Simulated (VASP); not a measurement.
Crystal: BeTe.

```xyz
8
Lattice="6.4417 0.0000 0.0000 0.0000 3.9351 0.0000 0.0000 0.0000 6.6144" Properties=species:S:1:pos:R:3 pbc="T T T"
Be    5.2891    2.9513    2.7089
Be    4.3735    0.9838    6.0161
Be    2.0682    2.9513    0.5984
Be    1.1526    0.9838    3.9056
Te    5.2891    0.9838    3.9056
Te    4.3735    2.9513    0.5984
Te    2.0682    0.9838    6.0161
Te    1.1526    2.9513    2.7089
```

The cell was generated, and may not be a known phase.

- Program: VASP 6.6.1
- Task: relaxation of cell and atoms
- Functional: PBE
- Potentials or basis: VASP PAW PBE potentials, release 64 (Be, Te)
- Cutoff: 600 eV
- k mesh: 4 × 4 × 4
- Occupations: gaussian, width 0.1 eV
- Spin: no spin polarisation

At the start: pressure 15.7 GPa; volume 20.96 Å³/atom.

Task: How do energy, volume and symmetry change on relaxing?

Result: Over 11 steps the energy falls by 276.0 meV/atom and the volume is 25.66 Å³/atom (+22.4 %); space group Pnma (No. 62, to 0.1 Å) before and after.

Step by step:
```tsv
step	energy change (eV)	largest force (eV/Å)	pressure (GPa)	volume (Å³)
1	0.0000	2.2797	15.68	167.67
2	-1.5719	0.8236	-3.35	222.46
3	-1.8361	0.6966	0.29	203.74
4	-1.9330	0.5019	-0.25	206.07
5	-1.9689	0.4525	-0.66	208.56
6	-2.0524	0.3945	-0.41	207.52
7	-2.1863	0.1971	0.29	204.32
8	-2.1911	0.1458	0.45	203.53
9	-2.2065	0.0982	-0.17	206.13
10	-2.2067	0.0947	-0.11	205.85
11	-2.2082	0.0369	0.09	205.30
```

Final structure:
```yaml
crystal:
  lattice:
    - [7.26029, 0.00000, 0.00000]
    - [0.00000, 4.06659, 0.00000]
    - [0.00000, 0.00000, 6.95347]
  atoms:
    - { symbol: Be, position: [0.85297, 0.75000, 0.41255] }
    - { symbol: Be, position: [0.64703, 0.25000, 0.91255] }
    - { symbol: Be, position: [0.35297, 0.75000, 0.08745] }
    - { symbol: Be, position: [0.14703, 0.25000, 0.58745] }
    - { symbol: Te, position: [0.80372, 0.25000, 0.60292] }
    - { symbol: Te, position: [0.69628, 0.75000, 0.10292] }
    - { symbol: Te, position: [0.30372, 0.25000, 0.89708] }
    - { symbol: Te, position: [0.19628, 0.75000, 0.39708] }
```

Caveat: the volume moved by over 15 % at a fixed basis, so the end points are rough.
